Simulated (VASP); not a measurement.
A run of VASP 6.6.1:

File INCAR:

```
SYSTEM = BAs
PREC = Accurate
ENCUT = 560
EDIFF = 1E-6
ISMEAR = 0
SIGMA = 0.01
LREAL = .False.
LASPH = .True.
NELM = 120
ALGO = Normal
ISIF = 2
LWAVE = .False.
LCHARG = .False.
GGA = PS
NBANDS = 26
GGA_COMPAT = .False.
```

File KPOINTS:

```
regular mesh
0
Gamma
  6 6 2
  0 0 0
```

POSCAR

```
BAs
1.0
    3.3658576581      0.0000000000      0.0000000000
   -1.6829288290      2.9149182375      0.0000000000
    0.0000000000      0.0000000000      8.7445942720
B As
2 2
Direct
    0.3333333333      0.6666666667      0.2500000000
    0.6666666667      0.3333333333      0.7500000000
    0.6666666667      0.3333333333      0.2500000000
    0.3333333333      0.6666666667      0.7500000000
```

Potentials or basis: VASP PAW PBE potentials, release 64 (B, As_d).

Launch:

```sh
$ cat potpaw_PBE.64/B/POTCAR potpaw_PBE.64/As_d/POTCAR > POTCAR
$ mpirun -np 1 vasp_std > vasp.out
```

Hardware: 1 thread of Intel(R) Xeon(R) 6975P-C (Granite Rapids) (shared host).

Question: Estimate the wall time of this run.

Answer: Wall time 21 s on 1 thread of Intel(R) Xeon(R) 6975P-C (Granite Rapids), on a shared host, peak memory 0.22 GiB. Counts: scf iterations 14, k points 14.
